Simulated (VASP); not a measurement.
# BN (P6_3/mmc) in VASP: a series of runs

BN is run at these levels: LDA; tasks: single point.

All numbers are computed with VASP 6.6.1; they aren't measurements. Logs are shortened: lines on timing, memory, paths and dates and some standing lists are left out, and cuts for length are marked.

## (1) The cell of the first run

Symmetry: P6_3/mmc, No. 194, hexagonal system. Conventional cell: a = 2.528 Å, b = 2.528 Å, c = 5.992 Å, α = 90.00°, β = 90.00°, γ = 120.00°. B (site symmetry -6m2) has 3 N at 1.46 Å within 1.9 Å. N (site symmetry -6m2) has 3 B at 1.46 Å within 1.9 Å.

## (2) Single point, LDA (volume 8.290 Å^3 an atom, c/a of the conventional cell 2.3702)

File INCAR:

```
  PREC = Accurate
  ENCUT = 520
  EDIFF = 1E-6
  ISMEAR = 0
  SIGMA = 0.05
  LREAL = F
  LASPH = T
  NELM = 80
  ALGO = Normal
  ISIF = 2
  LWAVE = F
  LCHARG = T
  LELF = T
  LVHAR = T
  NBANDS = 16
```

File KPOINTS:

```
Automatic mesh
0
Gamma
  12 12 4
```

File POSCAR:

```
BN
1.0
    2.5279373046      0.0000000000      0.0000000000
   -1.2639686523      2.1892579249      0.0000000000
    0.0000000000      0.0000000000      5.9917169993
B N
2 2
Direct
    0.3333333333      0.6666666667      0.2500000000
    0.6666666667      0.3333333333      0.7500000000
    0.3333333333      0.6666666667      0.7500000000
    0.6666666667      0.3333333333      0.2500000000
```

Potentials or basis: VASP PAW LDA potentials, release 64 (B, N).

Launch:

```console
$ cat potpaw_LDA.64/B/POTCAR potpaw_LDA.64/N/POTCAR > POTCAR
$ mpirun -np 1 vasp_std > vasp.out
```

OUTCAR:

```text
PREC = Accurate
   ENCUT = 520
   EDIFF = 1E-6
   ISMEAR = 0
   LREAL = F
   LASPH = T
   NELM = 80
   ISIF = 2

 ion  position               nearest neighbor table
   1  0.333  0.667  0.250-   4 1.46   4 1.46   4 1.46
   2  0.667  0.333  0.750-   3 1.46   3 1.46   3 1.46
   3  0.333  0.667  0.750-   2 1.46   2 1.46   2 1.46
   4  0.667  0.333  0.250-   1 1.46   1 1.46   1 1.46

  LATTYP: Found a hexagonal cell.
 ALAT       =     2.5279373046
 C/A-ratio  =     2.3702000000

  Lattice vectors:

 A1 = (   2.5279373046,   0.0000000000,   0.0000000000)
 A2 = (  -1.2639686523,   2.1892579249,   0.0000000000)
 A3 = (   0.0000000000,   0.0000000000,   5.9917169993)

Analysis of symmetry for initial positions (statically):
=====================================================================
 Subroutine PRICEL returns:
 Original cell was already a primitive cell.

 Routine SETGRP: Setting up the symmetry group for a
 hexagonal supercell.

 Subroutine GETGRP returns: Found 24 space group operations
 (whereof 12 operations were pure point group operations)
 out of a pool of 24 trial point group operations.

The static configuration has the point symmetry D_3d.
 The point group associated with its full space group is D_6h.

Analysis of symmetry for dynamics (positions and initial velocities):
=====================================================================
 Subroutine PRICEL returns:
 Original cell was already a primitive cell.

 Routine SETGRP: Setting up the symmetry group for a
 hexagonal supercell.

 Subroutine GETGRP returns: Found 24 space group operations
 (whereof 12 operations were pure point group operations)
 out of a pool of 24 trial point group operations.

The dynamic configuration has the point symmetry D_3d.
 The point group associated with its full space group is D_6h.

 Subroutine INISYM returns: Found 24 space group operations
 (whereof 12 operations are pure point group operations),
 and found     1 'primitive' translations

----------------------------------------------------------------------------------------

                                     Primitive cell

  volume of cell :      33.1600

  direct lattice vectors                    reciprocal lattice vectors
     2.527937305  0.000000000  0.000000000     0.395579431  0.228387891  0.000000000
    -1.263968652  2.189257925  0.000000000     0.000000000  0.456775782  0.000000000
     0.000000000  0.000000000  5.991716999     0.000000000  0.000000000  0.166897068

  length of vectors
     2.527937305  2.527937305  5.991716999     0.456775782  0.456775782  0.166897068

  position of ions in fractional coordinates (direct lattice)
     0.333333333  0.666666667  0.250000000
     0.666666667  0.333333333  0.750000000
     0.333333333  0.666666667  0.750000000
     0.666666667  0.333333333  0.250000000

  ion indices of the primitive-cell ions
   primitive index   ion index
                 1           1
                 2           2
                 3           3
                 4           4

----------------------------------------------------------------------------------------

 KPOINTS: Automatic mesh

Automatic generation of k-mesh.
 Grid dimensions read from file:
 generate k-points for:   12   12    4

 Generating k-lattice:

  Cartesian coordinates                     Fractional coordinates (reciprocal lattice)
     0.032964953  0.019032324  0.000000000     0.083333333  0.000000000  0.000000000
     0.000000000  0.038064648  0.000000000     0.000000000  0.083333333  0.000000000
     0.000000000  0.000000000  0.041724267     0.000000000  0.000000000  0.250000000

  Length of vectors
     0.038064648  0.038064648  0.041724267

  Shift w.r.t. Gamma in fractional coordinates (k-lattice)
     0.000000000  0.000000000  0.000000000

 Subroutine IBZKPT returns following result:
 ===========================================

 Found     57 irreducible k-points:

 Following reciprocal coordinates:
            Coordinates               Weight
  0.000000  0.000000  0.000000      1.000000
  0.083333  0.000000  0.000000      6.000000
  0.166667  0.000000  0.000000      6.000000
  0.250000  0.000000  0.000000      6.000000
  0.333333  0.000000  0.000000      6.000000
  0.416667 -0.000000  0.000000      6.000000
[... 16 lines left out ...]
  0.250000  0.000000  0.250000     12.000000
  0.333333  0.000000  0.250000     12.000000
 [... further k-points ...]
   k-points           NKPTS =     57   k-points in BZ     NKDIM =     57   number of bands    NBANDS=     16
   number of dos      NEDOS =    301   number of ions     NIONS =      4
   total plane-waves  NPLWV =  19200
   dimension x,y,z NGX =    20 NGY =   20 NGZ =   48
   dimension x,y,z NGXF=    40 NGYF=   40 NGZF=   96
   ions per type =               2   2
   NGX,Y,Z   is equivalent  to a cutoff of  13.15, 13.15, 13.32 a.u.
   NGXF,Y,Z  is equivalent  to a cutoff of  26.31, 26.31, 26.64 a.u.
 SYSTEM =  unknown system
   PREC   = accura    normal or accurate (medium, high low for compatibility)
   ISTART =      0    job   : 0-new  1-cont  2-samecut
   ICHARG =      2    charge: 1-file 2-atom 10-const
   ISPIN  =      1    spin polarized calculation?
   LNONCOLLINEAR =      F non collinear calculations
   LSORBIT =      F    spin-orbit coupling
   LASPH  =      T    aspherical Exc in radial PAW
   ENCUT  =  520.0 eV  38.22 Ry    6.18 a.u.   4.70  4.70 11.14*2*pi/ulx,y,z
   NELM   =     80;   NELMIN=  2; NELMDL= -5     # of ELM steps
   EDIFF  = 0.1E-05   stopping-criterion for ELM
   LREAL  =      F    real-space projection
   EDIFFG = 0.1E-04   stopping-criterion for IOM
   NSW    =      0    number of steps for IOM
   IBRION =     -1    ionic relax: 0-MD 1-quasi-New 2-CG
   NFREE  =      0    steps in history (QN), initial steepest desc. (CG)
   ISIF   =      2    stress and relaxation
   ISYM   =      2    0-nonsym 1-usesym 2-fastsym
   POTIM  = 0.5000    time-step for ionic-motion
   TEBEG  =    0.0;   TEEND  =   0.0 temperature during run
   PSTRESS=    0.0 pullay stress
   NELECT =      16.0000    total number of electrons
   NUPDOWN=      -1.0000    fix difference up-down
   EMIN   =  10.00;   EMAX   =-10.00  energy-range for DOS
   EFERMI =   0.00;   METHOD = LEGACY
   ISMEAR =     0;   SIGMA  =   0.05  broadening in eV -4-tet -1-fermi 0-gaus
   EFERMI_NEDOS =   21; number of points for ismear=-14 and -15
   IALGO  =     38    algorithm
   IMIX   =      4    mixing-type and parameters
     AMIX     =   0.40;   BMIX     =  1.00
     AMIX_MAG =   1.60;   BMIX_MAG =  1.00
  volume/ion in A,a.u.               =       8.29        55.94
  Fermi-wavevector in a.u.,A,eV,Ry     =   1.284034  2.426473 22.432528  1.648744
  Thomas-Fermi vector in A             =   2.416252
   LORBIT       =      0    0 simple, 1 ext, 2 COOP (PROOUT), +10 PAW based schemes
   GGA     = CA    functional components
   LHFCALC =     F    Hartree Fock is set to
   AEXX    =    0.0000 exact exchange contribution
   IVDW    =     0    specifies the selected vdW correction
   LEPSILON=     F    determine dielectric tensor
   LRPA    =     F    only Hartree local field effects (RPA)
 non-spin polarized calculation
 Gauss-broadening in eV      SIGMA  =   0.05
  energy-cutoff  :      520.00
  volume of cell :       33.16
 maximum number of plane-waves:       911
 NGX is ok and might be reduce to    20
   NGX =  9   NGY =  9   NGZ = 23

 number of electron      16.0000001 magnetization

 Free energy of the ion-electron system (eV)
  ---------------------------------------------------
  ext. energy  EPLUGINS =         0.00000000
  ---------------------------------------------------
  free energy    TOTEN  =       -38.50441549 eV

  energy without entropy =      -38.50441549  energy(sigma->0) =      -38.50441549

 E-fermi :   3.3121     XC(G=0): -11.0903

 val. band max:        3.0054054529   @ k =   0.3333   0.2500   0.0000
 cond. band min:       6.8632927512   @ k =   0.5000   0.0000   0.0000
 fundamental gap:      3.8578872982
 Fermi energy:         3.3120717657

 k-point     1 :       0.0000    0.0000    0.0000
  band No.  band energies     occupation
      1     -14.6770      2.00000
      2     -14.0217      2.00000
      3      -3.8094      2.00000
      4      -0.2910      2.00000
      5       1.5249      2.00000
      6       1.5249      2.00000
[... 8 lines left out ...]
     15      15.1142      0.00000
     16      15.4274      0.00000

 k-point     2 :       0.0833    0.0000    0.0000
  band No.  band energies     occupation
      1     -14.5414      2.00000
      2     -13.8952      2.00000
      3      -3.6243      2.00000
      4      -0.1343      2.00000
      5       0.9782      2.00000
      6       1.0875      2.00000
[... 8 lines left out ...]
     15      14.9026      0.00000
     16      15.5729      0.00000

 k-point     3 :       0.1667    0.0000    0.0000
  band No.  band energies     occupation
      1     -14.1413      2.00000
      2     -13.5234      2.00000
      3      -3.0749      2.00000
      4      -0.4110      2.00000
      5      -0.2738      2.00000
      6       0.3243      2.00000
[... 8 lines left out ...]
     15      16.4303      0.00000
     16      16.6275      0.00000

 k-point     4 :       0.2500    0.0000    0.0000
  band No.  band energies     occupation
      1     -13.5015      2.00000
      2     -12.9344      2.00000
      3      -2.1836      2.00000
      4      -2.1785      2.00000
      5      -1.9953      2.00000
      6      -0.0784      2.00000
[... 8 lines left out ...]
     15      18.3794      0.00000
     16      18.6127      0.00000

 k-point     5 :       0.3333    0.0000    0.0000
  band No.  band energies     occupation
      1     -12.6834      2.00000
      2     -12.2013      2.00000
      3      -3.9366      2.00000
      4      -3.7174      2.00000
      5      -1.0078      2.00000
      6      -0.6962      2.00000
[... 8 lines left out ...]
     15      18.6770      0.00000
     16      20.8215      0.00000

 k-point     6 :       0.4167   -0.0000    0.0000
  band No.  band energies     occupation
      1     -11.8458      2.00000
      2     -11.5130      2.00000
      3      -5.3234      2.00000
      4      -5.1198      2.00000
      5      -1.1010      2.00000
      6      -0.9310      2.00000
[... 8 lines left out ...]
     15      18.1246      0.00000
     16      22.9313      0.00000
[... 267 lines left out ...]
 k-point    21 :       0.0833    0.0000    0.2500
  band No.  band energies     occupation
      1     -14.4566      2.00000
      2     -14.0013      2.00000
      3      -3.2106      2.00000
      4      -0.8073      2.00000
      5       0.9970      2.00000
      6       1.0801      2.00000
[... 8 lines left out ...]
     15      14.9916      0.00000
     16      15.4618      0.00000

 k-point    22 :       0.1667    0.0000    0.2500
  band No.  band energies     occupation
      1     -14.0599      2.00000
      2     -13.6242      2.00000
      3      -2.6768      2.00000
      4      -0.4912      2.00000
      5      -0.3773      2.00000
      6      -0.1179      2.00000
[... 8 lines left out ...]
     15      16.2082      0.00000
     16      16.3896      0.00000

 k-point    23 :       0.2500    0.0000    0.2500
  band No.  band energies     occupation
      1     -13.4261      2.00000
      2     -13.0260      2.00000
      3      -2.2302      2.00000
      4      -2.0409      2.00000
      5      -1.7109      2.00000
      6      -0.0565      2.00000
[... 8 lines left out ...]
     15      18.4088      0.00000
     16      18.5730      0.00000

 k-point    24 :       0.3333    0.0000    0.2500
  band No.  band energies     occupation
      1     -12.6181      2.00000
      2     -12.2777      2.00000
      3      -3.9200      2.00000
      4      -3.7615      2.00000
      5      -0.6727      2.00000
      6      -0.6276      2.00000
[... 8 lines left out ...]
     15      19.7533      0.00000
     16      20.8413      0.00000

 [... further k-points ...]

------------------------ aborting loop because EDIFF is reached ----------------------------------------

  FORCE on cell =-STRESS in cart. coord.  units (eV):
  Direction    XX          YY          ZZ          XY          YZ          ZX
  --------------------------------------------------------------------------------------
  -------------------------------------------------------------------------------------
  Total       -3.4576743     -3.4576743      0.6523302      0.0000000      0.0000000      0.0000000
  in kB     -167.0629502   -167.0629502     31.5183559      0.0000000      0.0000000      0.0000000
  external PRESSURE =    -100.8691815 kB  Pullay stress =       0.0000000 kB

 VOLUME and BASIS-vectors are now :
 -----------------------------------------------------------------------------
  energy-cutoff  :      520.00
  volume of cell :       33.16
      direct lattice vectors                 reciprocal lattice vectors
     2.527937305  0.000000000  0.000000000     0.395579431  0.228387891  0.000000000
    -1.263968652  2.189257925  0.000000000     0.000000000  0.456775782  0.000000000
     0.000000000  0.000000000  5.991716999     0.000000000  0.000000000  0.166897068

 POSITION                                       TOTAL-FORCE (eV/Angst)
 -----------------------------------------------------------------------------------
     -0.00000      1.45951      1.49793        -0.000000     -0.000000      0.000000
      1.26397      0.72975      4.49379        -0.000000      0.000000      0.000000
     -0.00000      1.45951      4.49379         0.000000     -0.000000      0.000000
      1.26397      0.72975      1.49793        -0.000000      0.000000      0.000000
 -----------------------------------------------------------------------------------
    total drift:                               -0.000000      0.000000      0.000000

  FREE ENERGIE OF THE ION-ELECTRON SYSTEM (eV)
  ---------------------------------------------------
  free  energy   TOTEN  =       -38.5044154949 eV

  energy  without entropy=      -38.5044154949  energy(sigma->0) =      -38.50441549
```

It took 36 s on 1 thread of AMD EPYC 7R13, shared host; peak memory 0.11 GiB.

Results:

* Free energy: -38.5044 eV
* Pressure: -10.1 GPa
* Band gap on the k mesh: 3.86 eV, indirect (least direct gap 4.12 eV)

Stress tensor (GPa, compression positive):
```
-16.71   0.00   0.00
  0.00 -16.71   0.00
  0.00   0.00   3.15
```

## (3) Single point, LDA (volume 8.290 Å^3 an atom, c/a of the conventional cell 2.6103)

File INCAR:

```
SYSTEM = BN
PREC = Accurate ; ENCUT = 520
EDIFF = 1E-6 ; ISMEAR = 0
SIGMA = 0.05 ; LREAL = .False.
LASPH = .True. ; NELM = 80
ALGO = Normal ; ISIF = 2
LWAVE = .False. ; LCHARG = .False.
NBANDS = 16
```

File KPOINTS:

```
Automatic mesh
0
Gamma
  12 12 4
  0 0 0
```

File POSCAR:

```
BN
1.0
    2.4479325605      0.0000000000      0.0000000000
   -1.2239662803      2.1199717842      0.0000000000
    0.0000000000      0.0000000000      6.3897665594
B N
2 2
Direct
    0.3333333333      0.6666666667      0.2500000000
    0.6666666667      0.3333333333      0.7500000000
    0.3333333333      0.6666666667      0.7500000000
    0.6666666667      0.3333333333      0.2500000000
```

Potentials or basis: VASP PAW LDA potentials, release 64 (B, N).

Launch:

```console
$ cat potpaw_LDA.64/B/POTCAR potpaw_LDA.64/N/POTCAR > POTCAR
$ mpirun -np 1 vasp_std > vasp.out
```

It took 30 s on 1 thread of AMD EPYC 7R13, shared host; peak memory 0.11 GiB.

It converged, with:

* Free energy: -38.5026 eV
* Pressure: 14.5 GPa
* Band gap on the k mesh: 4.09 eV, indirect (least direct gap 4.53 eV)

Stress tensor (GPa, compression positive):
```
21.49  0.00  0.00
 0.00 21.49  0.00
 0.00  0.00  0.39
```

Levels at points of the mesh, in eV from the valence-band top:
| k point | band 6 | band 7 | band 8 | band 9 | band 10 | band 11 |
| --- | --- | --- | --- | --- | --- | --- |
| (0.00, 0.00, 0.00) | -1.28 | -1.23 | -1.23 | 5.17 | 10.74 | 11.97 |
| (0.50, 0.00, 0.00) | -4.20 | -1.69 | -0.44 | 4.09 | 5.82 | 10.09 |
| (0.00, 0.00, 0.50) | -1.26 | -1.26 | -1.26 | 7.89 | 7.89 | 12.04 |
| (0.50, 0.00, 0.50) | -4.25 | -1.03 | -1.03 | 4.65 | 4.65 | 10.62 |

 A k mesh can miss the band edges.

[end of part 1 of 2]
